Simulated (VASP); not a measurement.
# CuAu (P4/mmm) in VASP: further runs, part 2 of 2

VASP 6.6.1.

### 4 Single point, PBE0

This run uses another cell than the first one, of 15.14 Å³/atom.

File POSCAR:

```
CuAu
1.0
    2.8477372423      0.0000000000      0.0000000000
    0.0000000000      2.8477372423      0.0000000000
    0.0000000000      0.0000000000      3.7334924031
Au Cu
1 1
Direct
    0.0000000000      0.0000000000      0.0000000000
    0.5000000000      0.5000000000      0.5000000000
```

File INCAR.step1:

```
SYSTEM = CuAu
PREC = Accurate
ENCUT = 520
EDIFF = 1E-5
ISMEAR = -1
SIGMA = 0.05
LREAL = .False.
LASPH = .True.
NELM = 80
ALGO = Normal
ISIF = 2
LWAVE = .True.
LCHARG = .False.
GGA = PE
NBANDS = 18
```

File INCAR.step2:

```
SYSTEM = CuAu
PREC = Accurate
ENCUT = 520
EDIFF = 1E-7
ISMEAR = -1
SIGMA = 0.05
LREAL = .False.
LASPH = .True.
NELM = 80
ALGO = Normal
ISIF = 2
LWAVE = .False.
LCHARG = .False.
GGA = PE
LHFCALC = .True.
AEXX = 0.25
PRECFOCK = Normal
ISTART = 1
NBANDS = 18
```

File KPOINTS:

```
Automatic mesh
0
Gamma
  6 6 4
  0 0 0
```

Potentials or basis: VASP PAW PBE potentials, release 64 (Au, Cu).

Launch:

```
$ cat potpaw_PBE.64/Au/POTCAR potpaw_PBE.64/Cu/POTCAR > POTCAR
$ cp INCAR.step1 INCAR
$ mpirun -np 1 vasp_std > vasp.out
$ cp INCAR.step2 INCAR
$ mpirun -np 1 vasp_std > vasp.out
```

OUTCAR:

```text
SYSTEM = CuAu
   PREC = Accurate
   ENCUT = 520
   EDIFF = 1E-7
   ISMEAR = -1
   LREAL = .False.
   LASPH = .True.
   NELM = 80
   ISIF = 2
   GGA = PE
   LHFCALC = .True.
   AEXX = 0.25
   PRECFOCK = Normal
   ISTART = 1

 ion  position               nearest neighbor table
   1  0.000  0.000  0.000-   2 2.75   2 2.75   2 2.75   2 2.75   2 2.75   2 2.75   2 2.75   2 2.75

   2  0.500  0.500  0.500-   1 2.75   1 2.75   1 2.75   1 2.75   1 2.75   1 2.75   1 2.75   1 2.75

  LATTYP: Found a simple tetragonal cell.
 ALAT       =     2.8477372423
 C/A-ratio  =     1.3110382333

  Lattice vectors:

 A1 = (   2.8477372423,   0.0000000000,   0.0000000000)
 A2 = (   0.0000000000,   2.8477372423,   0.0000000000)
 A3 = (   0.0000000000,   0.0000000000,   3.7334924031)

Analysis of symmetry for initial positions (statically):
=====================================================================
 Subroutine PRICEL returns:
 Original cell was already a primitive cell.

 Routine SETGRP: Setting up the symmetry group for a
 simple tetragonal supercell.

 Subroutine GETGRP returns: Found 16 space group operations
 (whereof 16 operations were pure point group operations)
 out of a pool of 16 trial point group operations.

The static configuration has the point symmetry D_4h.

Analysis of symmetry for dynamics (positions and initial velocities):
=====================================================================
 Subroutine PRICEL returns:
 Original cell was already a primitive cell.

 Routine SETGRP: Setting up the symmetry group for a
 simple tetragonal supercell.

 Subroutine GETGRP returns: Found 16 space group operations
[... 123 lines left out ...]
     AMIX_MAG =   1.60;   BMIX_MAG =  1.00
  volume/ion in A,a.u.               =      15.14       102.16
  Fermi-wavevector in a.u.,A,eV,Ry     =   1.471784  2.781268 29.472227  2.166148
  Thomas-Fermi vector in A             =   2.586878
   LORBIT       =      0    0 simple, 1 ext, 2 COOP (PROOUT), +10 PAW based schemes
   GGA     = PE    functional components
   LHFCALC =     T    Hartree Fock is set to
   PRECFOCK=normal    Normal, Fast or Accurate (Low or Medium for compatibility)
   ENCUT4O =  -1.0   cutoff for four orbital integrals eV
   NKREDX  =     1    reduce k-point grid by
   NKREDY  =     1    reduce k-point grid by
   NKREDZ  =     1    reduce k-point grid by
   AEXX    =    0.2500 exact exchange contribution
   HFSCREEN=    0.0000 screening length (either q_TF or 0.3 A-1)
   HFSCREENC=   0.0000 screening length for correlation (either q_TF or 0.3 A-1)
   ENCUTFOCK=  -1.0 apply spherical cutoff to Coloumb kernel
   IVDW    =     0    specifies the selected vdW correction
   LEPSILON=     F    determine dielectric tensor
   LRPA    =     F    only Hartree local field effects (RPA)
 non-spin polarized calculation
  energy-cutoff  :      520.00
  volume of cell :       30.28
 maximum number of plane-waves:       832
 NGX is ok and might be reduce to    24
  NGX = 16; NGY = 16; NGZ = 24

 number of electron      22.0000010 magnetization

 Free energy of the ion-electron system (eV)
  ---------------------------------------------------
  ext. energy  EPLUGINS =         0.00000000
  ---------------------------------------------------
  free energy    TOTEN  =        -7.62359265 eV

  energy without entropy =       -7.62148738  energy(sigma->0) =       -7.62254002

 E-fermi :   7.9025     XC(G=0):  -9.7173

 val. band max:        7.4228669816   @ k =   0.5000   0.1667   0.0000
 cond. band min:       7.9998165335   @ k =   0.3333   0.1667   0.5000
 fundamental gap:      0.5769495519
 Fermi energy:         7.9024869693

 k-point     1 :       0.0000    0.0000    0.0000
  band No.  band energies     occupation
      1      -2.8993      2.00000
      2      -0.0311      2.00000
      3       0.0637      2.00000
      4       2.4251      2.00000
      5       2.4251      2.00000
      6       3.3993      2.00000
[... 481 lines left out ...]
      5       2.4144      2.00000
      6       3.5200      2.00000
[... 10 lines left out ...]
     17      25.6437      0.00000
     18      28.4085      0.00000

 [... further k-points ...]

------------------------ aborting loop because EDIFF is reached ----------------------------------------

  FORCE on cell =-STRESS in cart. coord.  units (eV):
  Direction    XX          YY          ZZ          XY          YZ          ZX
  --------------------------------------------------------------------------------------
  -------------------------------------------------------------------------------------
  Total       -0.2366419     -0.2366419     -0.9560938      0.0000000      0.0000000      0.0000000
  in kB      -12.5223848    -12.5223848    -50.5936446      0.0000000      0.0000000      0.0000000
  external PRESSURE =     -25.2128047 kB  Pullay stress =       0.0000000 kB

 VOLUME and BASIS-vectors are now :
 -----------------------------------------------------------------------------
  energy-cutoff  :      520.00
  volume of cell :       30.28
      direct lattice vectors                 reciprocal lattice vectors
     2.847737242  0.000000000  0.000000000     0.351155993  0.000000000  0.000000000
     0.000000000  2.847737242  0.000000000     0.000000000  0.351155993  0.000000000
     0.000000000  0.000000000  3.733492403     0.000000000  0.000000000  0.267845730

 POSITION                                       TOTAL-FORCE (eV/Angst)
 -----------------------------------------------------------------------------------
      0.00000      0.00000      0.00000         0.000000      0.000000      0.000000
      1.42387      1.42387      1.86675         0.000000      0.000000      0.000000
 -----------------------------------------------------------------------------------
    total drift:                                0.000000      0.000000     -0.000000

  FREE ENERGIE OF THE ION-ELECTRON SYSTEM (eV)
  ---------------------------------------------------
  free  energy   TOTEN  =        -7.6235926501 eV

  energy  without entropy=       -7.6214873804  energy(sigma->0) =       -7.62254002
```

Wall time 25 min (1 thread of Intel Xeon 6975P-C (Granite Rapids), shared host); peak memory 0.17 GiB.

What came out:

```
Free energy            : -7.6236 eV
Pressure               : -2.5 GPa
Band gap on the k mesh : zero (bands 11 and 12 overlap by 10.00 eV)
```

Stress tensor (GPa, compression positive):
```
-1.25  0.00  0.00
 0.00 -1.25  0.00
 0.00  0.00 -5.06
```

Levels at points of the mesh, in eV from the Fermi level:
| k point | band 8 | band 9 | band 10 | band 11 | band 12 | band 13 | band 14 | band 15 |
| --- | --- | --- | --- | --- | --- | --- | --- | --- |
| (0.00, 0.00, 0.00) | -3.79 | -3.22 | -2.88 | -2.88 | 2.96 | 9.17 | 11.30 | 11.30 |
| (0.50, 0.00, 0.00) | -4.56 | -4.01 | -3.76 | -1.93 | -0.73 | 10.63 | 10.68 | 12.54 |
| (0.50, 0.50, 0.00) | -2.80 | -2.80 | -2.77 | 1.39 | 1.39 | 6.10 | 8.00 | 11.51 |
| (0.00, 0.00, 0.50) | -4.09 | -3.89 | -3.89 | -3.82 | -3.59 | 15.69 | 15.91 | 15.91 |
| (0.50, 0.00, 0.50) | -3.22 | -3.06 | -2.96 | -1.28 | -1.16 | 3.34 | 5.33 | 17.26 |
| (0.50, 0.50, 0.50) | -3.79 | -3.29 | -2.80 | 6.41 | 6.41 | 6.77 | 7.35 | 7.84 |

Caveat: the k points lie up to 0.42 Å⁻¹ apart, too coarse for converged energies and pressures of a metal; the PAW data sets were made with another functional, which shifts forces and pressure a little; spin-orbit coupling is left out, which moves the levels of the heavy elements.

### 5 Single point, LDA

This run uses another cell than the first one, of 15.14 Å³/atom.

File INCAR:

```
  PREC = Accurate
  ENCUT = 820
  EDIFF = 1E-6
  ISMEAR = -1
  SIGMA = 0.05
  LREAL = False
  LASPH = True
  NELM = 120
  ALGO = Normal
  ISIF = 2
  LWAVE = False
  LCHARG = True
  LELF = True
  LVHAR = True
  NBANDS = 26
  GGA_COMPAT = False
```

File KPOINTS:

```
Automatic mesh
0
Gamma
  9 9 7
```

POSCAR is that of step 4.

Potentials or basis: VASP PAW LDA potentials, release 64 (Au_sv_GW, Cu_sv_GW).

Launch:

```
$ cat potpaw_LDA.64/Au_sv_GW/POTCAR potpaw_LDA.64/Cu_sv_GW/POTCAR > POTCAR
$ mpirun -np 1 vasp_std > vasp.out
```

Run time: 100 s. Hardware: 1 thread of Intel Xeon Platinum 8259CL at 2.50GHz (Skylake/Cascade Lake), shared host; peak memory 0.25 GiB.

Results (log left out):

- Free energy: -8.6461 eV
- Pressure: -14.1 GPa
- Band gap on the k mesh: zero (bands 19 and 20 overlap by 5.23 eV)

Stress tensor (GPa, compression positive):
```
-14.11   0.00   0.00
  0.00 -14.11   0.00
  0.00   0.00 -13.96
```

Levels at points of the mesh, in eV from the Fermi level:
```
           k point  band 17  band 18  band 19  band 20  band 21  band 22
(0.00, 0.00, 0.00)    -1.61    -1.41    -1.41     2.14     7.67     9.83
```

Caveat: the cell stands under tension; spin-orbit coupling is left out, which moves the levels of the heavy elements.

### 6 The runs side by side

| task | level | potentials or basis | cell | k mesh | cutoff (eV) | grid for exact exchange (PRECFOCK) | share of exact exchange | gap on the mesh (eV) | pressure (GPa) |
| --- | --- | --- | --- | --- | --- | --- | --- | --- | --- |
| relaxation of cell and atoms | PBEsol | VASP PAW PBE potentials, release 64 (Au, Cu) | relaxed to 20 GPa from a = 2.811, b = 2.811, c = 3.685 Å, 2 atoms | 9 × 9 × 7 | 600 | - | - | none | 20.0 |
| relaxation of cell and atoms | PBEsol | VASP PAW PBE potentials, release 64 (Au, Cu) | relaxed to 30 GPa from a = 2.811, b = 2.811, c = 3.685 Å, 2 atoms | 9 × 9 × 7 | 600 | - | - | none | 30.1 |
| single point | PBE0 | VASP PAW PBE potentials, release 64 (Au, Cu) | a = 2.848, b = 2.848, c = 3.733 Å, 2 atoms | 6 × 6 × 4 | 520 | Normal | 0.25 | none | -2.5 |
| single point | LDA | VASP PAW LDA potentials, release 64 (Au_sv_GW, Cu_sv_GW) | a = 2.848, b = 2.848, c = 3.733 Å, 2 atoms | 9 × 9 × 7 | 820 | - | - | none | -14.1 |

Alike in all rows: no spin polarisation; smearing fermi-dirac 0.05 eV.

Caveats: some runs use coarse meshes; spin-orbit coupling is left out, which moves the levels of the heavy elements; the PAW data sets were made with another functional, which shifts forces and pressure a little (at least some runs); the cell is relaxed towards a set pressure, so the run minimises the enthalpy, not the energy (at least some runs); the cell stands under tension (at least some runs).

Total energies depend on the potentials used, so only differences within one code and one set of settings carry meaning.

The gap in the log of VASP goes by the Fermi energy; the results here count the filled bands.